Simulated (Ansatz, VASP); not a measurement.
**Ni in VASP and in Ansatz**

```
Ni
1.0
     0.00000    1.75928    1.75928
     1.75928    0.00000    1.75928
     1.75928    1.75928    0.00000
Ni
1
Cartesian
  0.0000 0.0000 0.0000
```

Alike in both runs: functional PBE; k mesh 25 × 25 × 25; occupations fermi-dirac, width 0.05 eV; collinear spin.

Ansatz relaxed the structure, and its values are those at the end. VASP's run is a single point on that final structure, the one shown.

```csv
,VASP,Ansatz
version,VASP 6.6.1,Ansatz 0.2.0
potentials or method,"VASP PAW PBE potentials, release 64 (Ni)","PAW with Ansatz's default frozen-core files, scalar-relativistic"
plane-wave cutoff (eV),520,420
valence electrons in the cell,10,18
```

```tsv
	VASP	Ansatz	Ansatz less VASP
pressure (GPa)	0.0	0.0	+0.05
net moment per atom (μB)	0.62	0.63	+0.012
size of the moment on the site where the two differ most (μB)	0.63	0.67	+0.038
```

Site moments also hang on the region over which each program counts them. VASP's potentials hold 10 valence electrons a cell and Ansatz's 18, so a difference there can come from the potentials and not from the codes.
